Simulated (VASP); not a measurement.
# GaN (P6_3mc) in VASP: a series of runs, part 2 of 2

VASP 6.6.1. The steps go on from the part before.

**4. Relaxation of the atoms, LDA**

The input, INCAR:

```
PREC = Accurate
ENCUT = 520
EDIFF = 1E-6
ISMEAR = 0
SIGMA = 0.05
LREAL = False
LASPH = True
NELM = 100
ALGO = Normal
ISIF = 2
LWAVE = False
LCHARG = False
GGA = CA
IBRION = 2
NSW = 80
EDIFFG = -0.003
```

The input, KPOINTS:

```
regular mesh
0
Gamma
  8 8 5
```

The input, POSCAR:

```
GaN
1.0
    3.1890000000      0.0000000000      0.0000000000
   -1.5945000000      2.7617550100      0.0000000000
    0.0000000000      0.0000000000      5.1538900000
Ga N
2 2
Direct
    0.3333333333      0.6666666667      0.0000000000
    0.6666666667      0.3333333333      0.5000000000
    0.3333333333      0.6666666667      0.3770000000
    0.6666666667      0.3333333333      0.8770000000
```

Potentials or basis: VASP PAW LDA potentials, release 64 (Ga_d, N).

On the command line:

```console
$ cat potpaw_LDA.64/Ga_d/POTCAR potpaw_LDA.64/N/POTCAR > POTCAR
$ mpirun -np 1 vasp_std > vasp.out
```

OUTCAR:

```text
PREC = Accurate
   ENCUT = 520
   EDIFF = 1E-6
   ISMEAR = 0
   LREAL = False
   LASPH = True
   NELM = 100
   ISIF = 2
   GGA = CA
   IBRION = 2
   NSW = 80
   EDIFFG = -0.003

 ion  position               nearest neighbor table
   1  0.333  0.667  0.000-   3 1.94   4 1.95   4 1.95   4 1.95
   2  0.667  0.333  0.500-   4 1.94   3 1.95   3 1.95   3 1.95
   3  0.333  0.667  0.377-   1 1.94   2 1.95   2 1.95   2 1.95
   4  0.667  0.333  0.877-   2 1.94   1 1.95   1 1.95   1 1.95

  LATTYP: Found a hexagonal cell.
 ALAT       =     3.1890000000
 C/A-ratio  =     1.6161461273

  Lattice vectors:

 A1 = (   3.1890000000,   0.0000000000,   0.0000000000)
 A2 = (  -1.5945000000,   2.7617550100,   0.0000000000)
 A3 = (   0.0000000000,   0.0000000000,   5.1538900000)

Analysis of symmetry for initial positions (statically):
=====================================================================
 Subroutine PRICEL returns:
 Original cell was already a primitive cell.

 Routine SETGRP: Setting up the symmetry group for a
 hexagonal supercell.

 Subroutine GETGRP returns: Found 12 space group operations
 (whereof  6 operations were pure point group operations)
 out of a pool of 24 trial point group operations.

The static configuration has the point symmetry C_3v.
 The point group associated with its full space group is C_6v.

Analysis of symmetry for dynamics (positions and initial velocities):
=====================================================================
 Subroutine PRICEL returns:
 Original cell was already a primitive cell.

 Routine SETGRP: Setting up the symmetry group for a
 hexagonal supercell.

 Subroutine GETGRP returns: Found 12 space group operations
 (whereof  6 operations were pure point group operations)
[... 126 lines left out ...]
     AMIX     =   0.40;   BMIX     =  1.00
     AMIX_MAG =   1.60;   BMIX_MAG =  1.00
  volume/ion in A,a.u.               =      11.35        76.58
  Fermi-wavevector in a.u.,A,eV,Ry     =   1.515365  2.863626 31.243501  2.296333
  Thomas-Fermi vector in A             =   2.624899
   LORBIT       =      0    0 simple, 1 ext, 2 COOP (PROOUT), +10 PAW based schemes
   GGA     = CA    functional components
   LHFCALC =     F    Hartree Fock is set to
   AEXX    =    0.0000 exact exchange contribution
   IVDW    =     0    specifies the selected vdW correction
   LEPSILON=     F    determine dielectric tensor
   LRPA    =     F    only Hartree local field effects (RPA)
 conjugate gradient relaxation of ions
 non-spin polarized calculation
 Gauss-broadening in eV      SIGMA  =   0.05
  energy-cutoff  :      520.00
  volume of cell :       45.39
 maximum number of plane-waves:      1237
 NGX is ok and might be reduce to    24
   NGX = 11   NGY = 11   NGZ = 19

--------------------------------------- Ionic step        1  -------------------------------------------

 number of electron      35.9999994 magnetization

 Free energy of the ion-electron system (eV)
  ---------------------------------------------------
  ext. energy  EPLUGINS =         0.00000000
  ---------------------------------------------------
  free energy    TOTEN  =       -27.89643945 eV

  energy without entropy =      -27.89643945  energy(sigma->0) =      -27.89643945

------------------------ aborting loop because EDIFF is reached ----------------------------------------

  FORCE on cell =-STRESS in cart. coord.  units (eV):
  Direction    XX          YY          ZZ          XY          YZ          ZX
  --------------------------------------------------------------------------------------
  -------------------------------------------------------------------------------------
  Total       -1.4380011     -1.4380011     -0.5777768      0.0000000      0.0000000      0.0000000
  in kB      -50.7568888    -50.7568887    -20.3936925      0.0000000      0.0000000      0.0000000
  external PRESSURE =     -40.6358233 kB  Pullay stress =       0.0000000 kB
[... 63 lines left out ...]
--------------------------------------- Ionic step        3  -------------------------------------------

 number of electron      35.9999995 magnetization

 Free energy of the ion-electron system (eV)
  ---------------------------------------------------
  ext. energy  EPLUGINS =         0.00000000
  ---------------------------------------------------
  free energy    TOTEN  =       -27.89666317 eV

  energy without entropy =      -27.89666317  energy(sigma->0) =      -27.89666317

 E-fermi :   5.3461     XC(G=0): -12.1557

 val. band max:        5.1274684320   @ k =   0.0000   0.0000   0.0000
 cond. band min:       7.1225059018   @ k =   0.0000   0.0000   0.0000
 fundamental gap:      1.9950374698
 Fermi energy:         5.3461286789

 k-point     1 :       0.0000    0.0000    0.0000
  band No.  band energies     occupation
      1     -10.7653      2.00000
      2      -9.8751      2.00000
      3      -8.4135      2.00000
      4      -8.3994      2.00000
      5      -8.3994      2.00000
      6      -8.3365      2.00000
[... 589 lines left out ...]
     21      12.5673      0.00000
     22      13.0748      0.00000

 [... further k-points ...]
[... 5 lines left out ...]
  --------------------------------------------------------------------------------------
  -------------------------------------------------------------------------------------
  Total       -1.3887326     -1.3887326     -0.6673262      0.0000000      0.0000000     -0.0000000
  in kB      -49.0178675    -49.0178674    -23.5545016      0.0000000      0.0000000     -0.0000000
  external PRESSURE =     -40.5300788 kB  Pullay stress =       0.0000000 kB
[... 19 lines left out ...]
  FREE ENERGIE OF THE ION-ELECTRON SYSTEM (eV)
  ---------------------------------------------------
  free  energy   TOTEN  =       -27.8966631724 eV

  energy  without entropy=      -27.8966631724  energy(sigma->0) =      -27.89666317

 reached required accuracy - stopping structural energy minimisation
```

OSZICAR:

```text
N       E                     dE             d eps       ncg     rms          rms(c)
DAV:   1     0.279477842990E+03    0.27948E+03   -0.18639E+04  1348   0.304E+03
DAV:   2     0.299588126048E+01   -0.27648E+03   -0.26842E+03  1488   0.536E+02
[... 22 lines left out ...]
DAV:   5    -0.278966582285E+02   -0.60350E-06   -0.71028E-06  1548   0.213E-02
   2 F= -.27896658E+02 E0= -.27896658E+02  d E =-.218782E-03
       N       E                     dE             d eps       ncg     rms          rms(c)
DAV:   1    -0.278966550931E+02    0.25319E-05   -0.25610E-03  1320   0.391E-01    0.565E-03
DAV:   2    -0.278966631906E+02   -0.80975E-05   -0.84895E-05  1474   0.843E-02    0.340E-03
DAV:   3    -0.278966631724E+02    0.18279E-07   -0.25271E-06  1326   0.148E-02
   3 F= -.27896663E+02 E0= -.27896663E+02  d E =-.223725E-03
```

Run time: 80 s. Hardware: 1 thread of AMD EPYC 7R43 (Zen 3), shared host; peak memory 0.11 GiB.

Results:

* Free energy: -27.8967 eV
* Energy gained by relaxing: 0.1 meV/atom
* Ionic steps: 3
* Pressure after relaxing: -4.1 GPa
* Band gap on the k mesh: 2.00 eV, direct

Forces in eV/Å, atoms in the order of the input:
```
Ga   0.000  0.000 -0.002
Ga   0.000  0.000 -0.002
N    0.000  0.000  0.002
N    0.000  0.000  0.002
```

Stress tensor (GPa, compression positive):
```
-4.90  0.00  0.00
 0.00 -4.90  0.00
 0.00  0.00 -2.36
```

Step by step:
```csv
step,energy change (eV),largest force (eV/Å),pressure (GPa)
1,0.0000,0.0540,-4.06
2,-0.0002,0.0080,-4.05
3,-0.0002,0.0023,-4.05
```

Final structure:
```yaml
crystal:
  lattice:
    - [3.18900, 0.00000, 0.00000]
    - [-1.59450, 2.76176, 0.00000]
    - [0.00000, 0.00000, 5.15389]
  atoms:
    - { symbol: Ga, position: [0.33333, 0.66667, 0.99957] }
    - { symbol: Ga, position: [0.66667, 0.33333, 0.49957] }
    - { symbol: N, position: [0.33333, 0.66667, 0.37743] }
    - { symbol: N, position: [0.66667, 0.33333, 0.87743] }
```

Levels at points of the mesh, in eV from the valence-band top:
| k point | band 15 | band 16 | band 17 | band 18 | band 19 | band 20 | band 21 | band 22 |
| --- | --- | --- | --- | --- | --- | --- | --- | --- |
| (0.00, 0.00, 0.00) | -1.08 | 0.00 | 0.00 | 0.00 | 1.99 | 4.13 | 9.15 | 9.69 |
| (0.50, 0.00, 0.00) | -4.26 | -2.81 | -2.23 | -1.01 | 4.88 | 5.53 | 6.00 | 8.54 |

LDA gaps usually lie below the measured ones, often by a third to a half.

**5. Relaxation of the atoms, r2SCAN**

POSCAR is that of step 4.

The input, INCAR.step1:

```
PREC = Accurate
ENCUT = 520
ISMEAR = 0
SIGMA = 0.05
LREAL = F
LASPH = T
NELM = 100
GGA = PE
ALGO = Normal
EDIFF = 1E-4
LWAVE = T
LCHARG = F
```

The input, INCAR.step2:

```
PREC = Accurate
ENCUT = 520
EDIFF = 1E-7
ISMEAR = 0
SIGMA = 0.05
LREAL = F
LASPH = T
NELM = 100
ALGO = Normal
ISIF = 2
LWAVE = F
LCHARG = F
METAGGA = R2SCAN
LMIXTAU = T
IBRION = 2
NSW = 80
EDIFFG = -0.003
ISTART = 1
```

The input, KPOINTS:

```
Automatic mesh
0
Gamma
  8 8 5
```

Potentials or basis: VASP PAW PBE potentials, release 64 (Ga_d, N).

On the command line:

```console
$ cat potpaw_PBE.64/Ga_d/POTCAR potpaw_PBE.64/N/POTCAR > POTCAR
$ cp INCAR.step1 INCAR
$ mpirun -np 1 vasp_std > vasp.out
$ cp INCAR.step2 INCAR
$ mpirun -np 1 vasp_std > vasp.out
```

It took 3.2 min on 1 thread of Intel Xeon Platinum 8375C at 2.90GHz (Ice Lake), shared host; peak memory 0.18 GiB.

The run converged. Its results:

```
Free energy               : -43.8184 eV
Energy gained by relaxing : 0.1 meV/atom
Ionic steps               : 3
Pressure after relaxing   : 1.5 GPa
Band gap on the k mesh    : 2.38 eV, direct
```

Stress tensor (GPa, compression positive):
```
0.75 0.00 0.00
0.00 0.75 0.00
0.00 0.00 2.95
```

The path:
```
step  energy change (eV)  largest force (eV/Å)  pressure (GPa)
   1              0.0000                0.0621            1.49
   2             -0.0003                0.0113            1.48
   3             -0.0003                0.0016            1.48
```

Final structure:
```
Ga N
1.0
     3.18900    0.00000    0.00000
    -1.59450    2.76176    0.00000
     0.00000    0.00000    5.15389
Ga N
2 2
Direct
  0.33333 0.66667 0.99952
  0.66667 0.33333 0.49952
  0.33333 0.66667 0.37748
  0.66667 0.33333 0.87748
```

Levels at points of the mesh, in eV from the valence-band top:
| k point | band 14 | band 15 | band 16 | band 17 | band 18 | band 19 | band 20 | band 21 | band 22 |
| --- | --- | --- | --- | --- | --- | --- | --- | --- | --- |
| (0.00, 0.00, 0.00) | -1.10 | -1.10 | -0.01 | -0.01 | 0.00 | 2.38 | 4.75 | 10.04 | 10.54 |
| (0.50, 0.00, 0.00) | -5.38 | -4.29 | -2.87 | -2.23 | -1.03 | 5.54 | 6.15 | 6.62 | 9.40 |

Caveat: the PAW data sets were made with another functional, which shifts forces and pressure a little. r2SCAN opens gaps a little over a GGA but as a rule still falls short of measured ones.

**6. Overview**

| task | level | potentials or basis | cell | smearing | gap on the mesh (eV) | pressure (GPa) |
| --- | --- | --- | --- | --- | --- | --- |
| single point | r2SCAN | VASP PAW PBE potentials, release 64 (Ga_d, N) | as given | gaussian 0.05 eV | 2.38 | 1.5 |
| single point | r2SCAN | VASP PAW PBE potentials, release 64 (Ga_d, N) | as given | gaussian 0.03 eV | 2.38 | 1.5 |
| relaxation of the atoms | LDA | VASP PAW LDA potentials, release 64 (Ga_d, N) | atoms relaxed | gaussian 0.05 eV | 2.00 | -4.1 |
| relaxation of the atoms | r2SCAN | VASP PAW PBE potentials, release 64 (Ga_d, N) | atoms relaxed | gaussian 0.05 eV | 2.38 | 1.5 |

Alike in all rows: no spin polarisation; k mesh 8 × 8 × 5; cutoff (eV) 520.

Caveats: the PAW data sets were made with another functional, which shifts forces and pressure a little (some runs).

Absolute energies hang on the potentials; compare differences alone.
